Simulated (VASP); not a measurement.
Set up this calculation in VASP 6.6.1, as the native input.

| Property | Result |
| --- | --- |
| Task | relaxation of cell and atoms |
| Functional | PBE |
| Potentials or basis | VASP PAW PBE potentials, release 64 (Sc_sv, Si) |
| Cutoff | 600 eV |
| k mesh | 8 × 8 × 8 |
| Occupations | gaussian, width 0.1 eV |
| Spin | no spin polarisation |
| Dipole correction | no |
| Further INCAR settings | ALGO = Normal; EDIFF = 1e-07; IBRION = 2; EDIFFG = -0.01; NSW = 100; ISIF = 3 |

The structure of ScSi5 lies in POSCAR:

```
ScSi5
1.0
    5.1462752122      0.0000000000      0.0000000000
    0.0000000000      5.1462752122      0.0000000000
    0.0000000000      0.0000000000      5.1354665128
Sc Si
1 5
Direct
    0.5000000000      0.5000000000      0.5000000000
    0.0000000000      0.2792574588      0.6422281102
    0.2792574588      0.0000000000      0.3577718898
    0.7207425412      0.0000000000      0.3577718898
    0.0000000000      0.7207425412      0.6422281102
    0.0000000000      0.0000000000      0.0000000000
```

One way to write it, as run:

INCAR

```
PREC = Accurate ; ENCUT = 600
EDIFF = 1E-7 ; ISMEAR = 0
SIGMA = 0.1 ; LREAL = F
LASPH = T ; NELM = 100
ALGO = Normal ; ISIF = 3
LWAVE = F ; LCHARG = F
GGA = PE ; IBRION = 2
NSW = 100 ; EDIFFG = -0.01
```

KPOINTS

```
regular mesh
0
Gamma
  8 8 8
```

Potentials or basis: VASP PAW PBE potentials, release 64 (Sc_sv, Si).

Command:

```bash
$ cat potpaw_PBE.64/Sc_sv/POTCAR potpaw_PBE.64/Si/POTCAR > POTCAR
$ mpirun -np 1 vasp_std > vasp.out
```

Results of the run:

```
Relaxed volume                         : 22.74 Å³/atom
Relaxed cell                           : a = 5.146 Å, b = 5.146 Å, c = 5.152 Å, α = 90.00°, β = 90.00°, γ = 90.00°
Space group after relaxing (to 0.05 Å) : P-4m2 (No. 115)
Energy gained by relaxing              : 0.1 meV/atom
Ionic steps                            : 4
Pressure after relaxing                : 0.0 GPa
Largest force after relaxing           : 0.007 eV/Å
```

It took 9.5 min on 1 thread of Intel(R) Xeon(R) Platinum 8259CL CPU @ 2.50GHz (Skylake/Cascade Lake) (shared host), peak memory 0.42 GiB.
